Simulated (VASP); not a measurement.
# ZrB2 (P1) in VASP: notebook

Runs on ZrB2. Level: PBE. Tasks: single point.

Program: VASP 6.6.1. These are calculated values, not measurements. Logs are shortened: lines on timing, memory, paths and dates and some standing lists are left out, and cuts for length are marked.

## (1) The cell of the first run

The typed cell holds 3 atoms: a = 3.170 Å, b = 3.170 Å, c = 3.533 Å, α = 90.00°, β = 90.00°, γ = 120.00°.

## (2) Single point, PBE

Input file INCAR:

```
SYSTEM = ZrB2
PREC     = Accurate       ! precision mode
ENCUT    = 420            ! plane-wave cutoff, eV
EDIFF    = 1E-6           ! SCF threshold, eV
ISMEAR   = -1             ! smearing method
SIGMA    = 0.08           ! smearing width, eV
LREAL    = .False.        ! projectors in reciprocal space
LASPH    = .True.         ! aspherical terms in the spheres
NELM     = 120            ! most SCF steps
ALGO     = Normal         ! electronic algorithm
ISIF     = 2              ! what is computed and relaxed
LWAVE    = .False.        ! write WAVECAR
LCHARG   = .True.         ! write CHGCAR
GGA      = PE             ! functional
LELF     = .True.         ! ELF
LVHAR    = .True.       
NBANDS   = 16             ! bands
GGA_COMPAT= .False.
```

Input file KPOINTS:

```
Automatic mesh
0
Gamma
  7 7 5
  0 0 0
```

Input file POSCAR:

```
ZrB2
1.0
    3.1700000000      0.0000000000      0.0000000000
   -1.5850000000      2.7453005300      0.0000000000
    0.0000000000      0.0000000000      3.5330000000
Zr B
1 2
Direct
   -0.0008882118      0.0015604849      0.0014058873
    0.3295028427      0.6856637295      0.4896577979
    0.6757428147      0.3364742730      0.5051505802
```

Potentials or basis: VASP PAW PBE potentials, release 64 (Zr_sv, B).

On the command line:

```console
$ cat potpaw_PBE.64/Zr_sv/POTCAR potpaw_PBE.64/B/POTCAR > POTCAR
$ mpirun -np 1 vasp_std > vasp.out
```

OUTCAR:

```text
SYSTEM = ZrB2
   PREC = Accurate
   ENCUT = 420
   EDIFF = 1E-6
   ISMEAR = -1
   LREAL = .False.
   LASPH = .True.
   NELM = 120
   ISIF = 2
   GGA = PE

 ion  position               nearest neighbor table
   1  0.999  0.002  0.001-   2 2.47   3 2.52   2 2.52   3 2.53   2 2.53   3 2.54   3 2.55   2 2.55
                             3 2.55   3 2.57   2 2.58   2 2.61
   2  0.330  0.686  0.490-   3 1.79   3 1.80   3 1.91   1 2.47   1 2.52   1 2.53   1 2.55   1 2.58
                             1 2.61
   3  0.676  0.336  0.505-   2 1.79   2 1.80   2 1.91   1 2.52   1 2.53   1 2.54   1 2.55   1 2.55
                             1 2.57

  LATTYP: Found a hexagonal cell.
 ALAT       =     3.1700000000
 C/A-ratio  =     1.1145110410

  Lattice vectors:

 A1 = (   3.1700000000,   0.0000000000,   0.0000000000)
 A2 = (  -1.5850000000,   2.7453005300,   0.0000000000)
 A3 = (   0.0000000000,   0.0000000000,   3.5330000000)

Analysis of symmetry for initial positions (statically):
=====================================================================
 Subroutine PRICEL returns:
 Original cell was already a primitive cell.

 Routine SETGRP: Setting up the symmetry group for a
 hexagonal supercell.

 Subroutine GETGRP returns: Found  1 space group operations
 (whereof  1 operations were pure point group operations)
 out of a pool of 24 trial point group operations.

The static configuration has the point symmetry C_1 .

Analysis of symmetry for dynamics (positions and initial velocities):
=====================================================================
 Subroutine PRICEL returns:
 Original cell was already a primitive cell.

 Routine SETGRP: Setting up the symmetry group for a
 hexagonal supercell.

 Subroutine GETGRP returns: Found  1 space group operations
 (whereof  1 operations were pure point group operations)
 out of a pool of 24 trial point group operations.

The dynamic configuration has the point symmetry C_1 .

 Subroutine INISYM returns: Found  1 space group operations
 (whereof  1 operations are pure point group operations),
 and found     1 'primitive' translations

----------------------------------------------------------------------------------------

                                     Primitive cell

  volume of cell :      30.7463

  direct lattice vectors                    reciprocal lattice vectors
     3.170000000  0.000000000  0.000000000     0.315457413  0.182129422  0.000000000
    -1.585000000  2.745300530  0.000000000     0.000000000  0.364258845  0.000000000
     0.000000000  0.000000000  3.533000000     0.000000000  0.000000000  0.283045570

  length of vectors
     3.170000000  3.170000000  3.533000000     0.364258845  0.364258845  0.283045570

  position of ions in fractional coordinates (direct lattice)
     0.999111788  0.001560485  0.001405887
     0.329502843  0.685663729  0.489657798
     0.675742815  0.336474273  0.505150580

  ion indices of the primitive-cell ions
   primitive index   ion index
                 1           1
                 2           2
                 3           3

----------------------------------------------------------------------------------------

 KPOINTS: Automatic mesh

Automatic generation of k-mesh.
 Grid dimensions read from file:
 generate k-points for:    7    7    5

 Generating k-lattice:

  Cartesian coordinates                     Fractional coordinates (reciprocal lattice)
     0.045065345  0.026018489  0.000000000     0.142857143  0.000000000  0.000000000
     0.000000000  0.052036978  0.000000000     0.000000000  0.142857143  0.000000000
     0.000000000  0.000000000  0.056609114     0.000000000  0.000000000  0.200000000

  Length of vectors
     0.052036978  0.052036978  0.056609114

  Shift w.r.t. Gamma in fractional coordinates (k-lattice)
     0.000000000  0.000000000  0.000000000

 Subroutine IBZKPT returns following result:
 ===========================================

 Found    123 irreducible k-points:

 Following reciprocal coordinates:
            Coordinates               Weight
  0.000000  0.000000  0.000000      1.000000
  0.142857  0.000000  0.000000      2.000000
  0.000000  0.142857  0.000000      2.000000
 -0.142857  0.142857  0.000000      2.000000
  0.285714  0.000000  0.000000      2.000000
  0.000000  0.285714  0.000000      2.000000
[... 16 lines left out ...]
  0.285714  0.285714  0.000000      2.000000
 -0.285714 -0.428571  0.000000      2.000000
 [... further k-points ...]
   k-points           NKPTS =    123   k-points in BZ     NKDIM =    123   number of bands    NBANDS=     16
   number of dos      NEDOS =    301   number of ions     NIONS =      3
   total plane-waves  NPLWV =  13824
   dimension x,y,z NGX =    24 NGY =   24 NGZ =   24
   dimension x,y,z NGXF=    48 NGYF=   48 NGZF=   48
   ions per type =               1   2
   NGX,Y,Z   is equivalent  to a cutoff of  12.59, 12.59, 11.29 a.u.
   NGXF,Y,Z  is equivalent  to a cutoff of  25.17, 25.17, 22.59 a.u.
 SYSTEM =  ZrB2
   PREC   = accura    normal or accurate (medium, high low for compatibility)
   ISTART =      0    job   : 0-new  1-cont  2-samecut
   ICHARG =      2    charge: 1-file 2-atom 10-const
   ISPIN  =      1    spin polarized calculation?
   LNONCOLLINEAR =      F non collinear calculations
   LSORBIT =      F    spin-orbit coupling
   LASPH  =      T    aspherical Exc in radial PAW
   ENCUT  =  420.0 eV  30.87 Ry    5.56 a.u.   5.30  5.30  5.90*2*pi/ulx,y,z
   NELM   =    120;   NELMIN=  2; NELMDL= -5     # of ELM steps
   EDIFF  = 0.1E-05   stopping-criterion for ELM
   LREAL  =      F    real-space projection
   EDIFFG = 0.1E-04   stopping-criterion for IOM
   NSW    =      0    number of steps for IOM
   IBRION =     -1    ionic relax: 0-MD 1-quasi-New 2-CG
   NFREE  =      0    steps in history (QN), initial steepest desc. (CG)
   ISIF   =      2    stress and relaxation
   ISYM   =      2    0-nonsym 1-usesym 2-fastsym
   POTIM  = 0.5000    time-step for ionic-motion
   TEBEG  =    0.0;   TEEND  =   0.0 temperature during run
   PSTRESS=    0.0 pullay stress
   NELECT =      18.0000    total number of electrons
   NUPDOWN=      -1.0000    fix difference up-down
   EMIN   =  10.00;   EMAX   =-10.00  energy-range for DOS
   EFERMI =   0.00;   METHOD = LEGACY
   ISMEAR =    -1;   SIGMA  =   0.08  broadening in eV -4-tet -1-fermi 0-gaus
   EFERMI_NEDOS =   21; number of points for ismear=-14 and -15
   IALGO  =     38    algorithm
   IMIX   =      4    mixing-type and parameters
     AMIX     =   0.40;   BMIX     =  1.00
     AMIX_MAG =   1.60;   BMIX_MAG =  1.00
  volume/ion in A,a.u.               =      10.25        69.16
  Fermi-wavevector in a.u.,A,eV,Ry     =   1.369519  2.588016 25.518847  1.875582
  Thomas-Fermi vector in A             =   2.495387
   LORBIT       =      0    0 simple, 1 ext, 2 COOP (PROOUT), +10 PAW based schemes
   GGA     = PE    functional components
   LHFCALC =     F    Hartree Fock is set to
   AEXX    =    0.0000 exact exchange contribution
   IVDW    =     0    specifies the selected vdW correction
   LEPSILON=     F    determine dielectric tensor
   LRPA    =     F    only Hartree local field effects (RPA)
 non-spin polarized calculation
  energy-cutoff  :      420.00
  volume of cell :       30.75
 maximum number of plane-waves:       612
 NGX is ok and might be reduce to    24
   NGX = 11   NGY = 11   NGZ = 11

 number of electron      18.0000000 magnetization

 Free energy of the ion-electron system (eV)
  ---------------------------------------------------
  ext. energy  EPLUGINS =         0.00000000
  ---------------------------------------------------
  free energy    TOTEN  =       -24.91033237 eV

  energy without entropy =      -24.89789813  energy(sigma->0) =      -24.90411525

 E-fermi :  10.2549     XC(G=0): -12.4420

 val. band max:       10.2390046740   @ k =  -0.1429   0.2857   0.2000
 cond. band min:      10.2578879353   @ k =  -0.2857   0.1429   0.2000
 fundamental gap:      0.0188832613
 Fermi energy:        10.2548616088

 k-point     1 :       0.0000    0.0000    0.0000
  band No.  band energies     occupation
      1     -38.1027      2.00000
      2     -16.2917      2.00000
      3     -15.7506      2.00000
      4     -15.7231      2.00000
      5      -2.2060      2.00000
      6       7.5874      2.00000
[... 8 lines left out ...]
     15      15.5227      0.00000
     16      16.3255      0.00000

 k-point     2 :       0.1429    0.0000    0.0000
  band No.  band energies     occupation
      1     -38.0811      2.00000
      2     -16.2596      2.00000
      3     -15.9193      2.00000
      4     -15.7829      2.00000
      5      -1.8081      2.00000
      6       6.6737      2.00000
[... 8 lines left out ...]
     15      17.0050      0.00000
     16      17.4461      0.00000

 k-point     3 :       0.0000    0.1429    0.0000
  band No.  band energies     occupation
      1     -38.0811      2.00000
      2     -16.2596      2.00000
      3     -15.9181      2.00000
      4     -15.7840      2.00000
      5      -1.8088      2.00000
      6       6.6580      2.00000
[... 8 lines left out ...]
     15      17.0246      0.00000
     16      17.4476      0.00000

 k-point     4 :      -0.1429    0.1429    0.0000
  band No.  band energies     occupation
      1     -38.0810      2.00000
      2     -16.2590      2.00000
      3     -15.9395      2.00000
      4     -15.7644      2.00000
      5      -1.7991      2.00000
      6       7.0610      2.00000
[... 8 lines left out ...]
     15      16.8825      0.00000
     16      17.3434      0.00000

 k-point     5 :       0.2857    0.0000    0.0000
  band No.  band energies     occupation
      1     -38.0320      2.00000
      2     -16.3193      2.00000
      3     -16.1865      2.00000
      4     -15.8742      2.00000
      5      -0.7291      2.00000
      6       4.7511      2.00000
[... 8 lines left out ...]
     15      18.2019      0.00000
     16      20.0610      0.00000

 k-point     6 :       0.0000    0.2857    0.0000
  band No.  band energies     occupation
      1     -38.0321      2.00000
      2     -16.3180      2.00000
      3     -16.1867      2.00000
      4     -15.8752      2.00000
      5      -0.7323      2.00000
      6       4.7401      2.00000
[... 8 lines left out ...]
     15      18.2174      0.00000
     16      20.0528      0.00000
[... 267 lines left out ...]
 k-point    21 :      -0.1429   -0.4286    0.0000
  band No.  band energies     occupation
      1     -37.9812      2.00000
      2     -16.6074      2.00000
      3     -16.1106      2.00000
      4     -16.0749      2.00000
      5       1.7514      2.00000
      6       2.2047      2.00000
[... 8 lines left out ...]
     15      19.0618      0.00000
     16      20.2398      0.00000

 k-point    22 :       0.4286    0.4286    0.0000
  band No.  band energies     occupation
      1     -37.9808      2.00000
      2     -16.6342      2.00000
      3     -16.1078      2.00000
      4     -16.0541      2.00000
      5       2.0155      2.00000
      6       2.1436      2.00000
[... 8 lines left out ...]
     15      19.0085      0.00000
     16      20.2002      0.00000

 k-point    23 :       0.2857    0.2857    0.0000
  band No.  band energies     occupation
      1     -37.9763      2.00000
      2     -16.4744      2.00000
      3     -16.2666      2.00000
      4     -16.1031      2.00000
      5       1.7502      2.00000
      6       3.0805      2.00000
[... 8 lines left out ...]
     15      20.6566      0.00000
     16      20.7691      0.00000

 k-point    24 :      -0.2857   -0.4286    0.0000
  band No.  band energies     occupation
      1     -37.9761      2.00000
      2     -16.5015      2.00000
      3     -16.2417      2.00000
      4     -16.1020      2.00000
      5       1.7755      2.00000
      6       3.3193      2.00000
[... 8 lines left out ...]
     15      20.5891      0.00000
     16      21.2969      0.00000

 [... further k-points ...]

------------------------ aborting loop because EDIFF is reached ----------------------------------------

  FORCE on cell =-STRESS in cart. coord.  units (eV):
  Direction    XX          YY          ZZ          XY          YZ          ZX
  --------------------------------------------------------------------------------------
  -------------------------------------------------------------------------------------
  Total        0.4387023      0.2073725      0.3211305     -0.2013521     -0.0233137      0.0169836
  in kB       22.8606028     10.8061006     16.7339825    -10.4923778     -1.2148666      0.8850109
  external PRESSURE =      16.8002286 kB  Pullay stress =       0.0000000 kB

 VOLUME and BASIS-vectors are now :
 -----------------------------------------------------------------------------
  energy-cutoff  :      420.00
  volume of cell :       30.75
      direct lattice vectors                 reciprocal lattice vectors
     3.170000000  0.000000000  0.000000000     0.315457413  0.182129422  0.000000000
    -1.585000000  2.745300530  0.000000000     0.000000000  0.364258845  0.000000000
     0.000000000  0.000000000  3.533000000     0.000000000  0.000000000  0.283045570

 POSITION                                       TOTAL-FORCE (eV/Angst)
 -----------------------------------------------------------------------------------
      3.16471      0.00428      0.00497        -0.067670      0.335295     -0.199136
     -0.04225      1.88235      1.72996         0.683625     -0.609088      0.384419
      1.60879      0.92372      1.78470        -0.615955      0.273793     -0.185283
 -----------------------------------------------------------------------------------
    total drift:                               -0.000006      0.000039      0.000009

  FREE ENERGIE OF THE ION-ELECTRON SYSTEM (eV)
  ---------------------------------------------------
  free  energy   TOTEN  =       -24.9103323704 eV

  energy  without entropy=      -24.8978981334  energy(sigma->0) =      -24.90411525
```

Wall time 40 s (1 thread of Intel Xeon 8259CL, shared host); peak memory 0.17 GiB.

Results:

| Quantity | Value |
| --- | --- |
| Free energy | -24.9103 eV |
| Pressure | 1.7 GPa |
| Largest force | 0.993 eV/Å |
| Band gap on the k mesh | zero (bands 9 and 10 overlap by 0.50 eV) |

Forces on the atoms (eV/Å):
```
Zr  -0.068  0.335 -0.199
B    0.684 -0.609  0.384
B   -0.616  0.274 -0.185
```

Stress tensor (GPa, compression positive):
```
 2.29 -1.05  0.09
-1.05  1.08 -0.12
 0.09 -0.12  1.67
```

## (3) Single point, PBE

Input file INCAR:

```
PREC = Accurate
ENCUT = 420
EDIFF = 1E-6
ISMEAR = -1
SIGMA = 0.08
LREAL = F
LASPH = T
NELM = 120
ALGO = Normal
ISIF = 2
LWAVE = F
LCHARG = F
GGA = PE
NBANDS = 16
GGA_COMPAT = F
```

Input file KPOINTS:

```
regular mesh
0
Gamma
  7 7 5
```

Input file POSCAR:

```
ZrB2
1.0
    3.1700000000      0.0000000000      0.0000000000
   -1.5850000000      2.7453005300      0.0000000000
    0.0000000000      0.0000000000      3.5330000000
Zr B
1 2
Direct
   -0.0052235792      0.0049717690      0.0016991226
    0.3354293451      0.6759015925      0.4873255024
    0.6795550339      0.3565813612      0.5095598641
```

Potentials or basis: VASP PAW PBE potentials, release 64 (Zr_sv, B).

On the command line:

```console
$ cat potpaw_PBE.64/Zr_sv/POTCAR potpaw_PBE.64/B/POTCAR > POTCAR
$ mpirun -np 1 vasp_std > vasp.out
```

Run time: 50 s. Hardware: 1 thread of Intel Xeon 8259CL, shared host; peak memory 0.17 GiB.

It converged, with:

| Property | Result |
| --- | --- |
| Free energy | -24.9208 eV |
| Pressure | 1.5 GPa |
| Largest force | 0.743 eV/Å |
| Band gap on the k mesh | zero (bands 9 and 10 overlap by 0.62 eV) |

Forces on the atoms (eV/Å):
```
Zr   0.284  0.413 -0.157
B   -0.009  0.192  0.490
B   -0.275 -0.604 -0.333
```

Stress tensor (GPa, compression positive):
```
 0.83 -0.06 -0.07
-0.06  1.93 -0.04
-0.07 -0.04  1.72
```

Levels at points of the mesh, in eV from the Fermi level:
```tsv
k point	band 7	band 8	band 9	band 10	band 11	band 12
(0.00, 0.00, 0.00)	-2.36	-2.20	-2.07	3.62	3.68	4.29
```

[end of part 1 of 2]
